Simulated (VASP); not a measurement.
Set up this calculation in VASP 6.6.1, as the native input.

* Task: single point
* Functional: BLYP
* Potentials or basis: VASP PAW PBE potentials, release 64 (Cu)
* Cutoff: 520 eV
* k mesh: 10 × 10 × 14
* Occupations: fermi-dirac, width 0.1 eV
* Spin: no spin polarisation
* Dipole correction: no
* Further INCAR settings: ALGO = Normal; EDIFF = 1e-06; NBANDS = 24

The structure of Cu lies in POSCAR:

```
Cu
1.0
    4.3204573458      0.0000000000      0.0000000000
   -2.1602286729      3.7416258174      0.0000000000
    0.0000000000      0.0000000000      2.5939718768
Cu
3
Direct
    1.0000000000      1.0000000000      0.0000000000
    0.3333333333      0.6666666667      0.5000000000
    0.6666666667      0.3333333333      0.5000000000
```

This isn't the form of Cu at room conditions, which is fcc.

The input as run:

INCAR

```
SYSTEM = Cu
PREC     = Accurate       ! precision mode
ENCUT    = 520            ! plane-wave cutoff, eV
EDIFF    = 1E-6           ! SCF threshold, eV
ISMEAR   = -1             ! smearing method
SIGMA    = 0.1            ! smearing width, eV
LREAL    = .False.        ! projectors in reciprocal space
LASPH    = .True.         ! aspherical terms in the spheres
NELM     = 80             ! most SCF steps
ALGO     = Normal         ! electronic algorithm
ISIF     = 2              ! what is computed and relaxed
LWAVE    = .False.        ! write WAVECAR
LCHARG   = .False.        ! write CHGCAR
GGA      = B5             ! functional
ALDAX    = 1.0          
AGGAX    = 1.0          
AGGAC    = 1.0          
ALDAC    = 0.0          
NBANDS   = 24             ! bands
```

KPOINTS

```
Automatic mesh
0
Gamma
  10 10 14
  0 0 0
```

Potentials or basis: VASP PAW PBE potentials, release 64 (Cu).

Command:

```bash
$ cat potpaw_PBE.64/Cu/POTCAR > POTCAR
$ mpirun -np 1 vasp_std > vasp.out
```

It gave:

```json
{
 "Pressure": "-6.3 GPa",
 "Band gap on the k mesh": "zero (an odd number of electrons rules out a gap without spin polarisation)"
}
```

Caveat: the cell stands under tension; the PAW data sets were made with another functional, which shifts forces and pressure a little.

Wall time 3.6 min on 1 thread of AMD EPYC 7R13, on a shared host, peak memory 0.18 GiB.
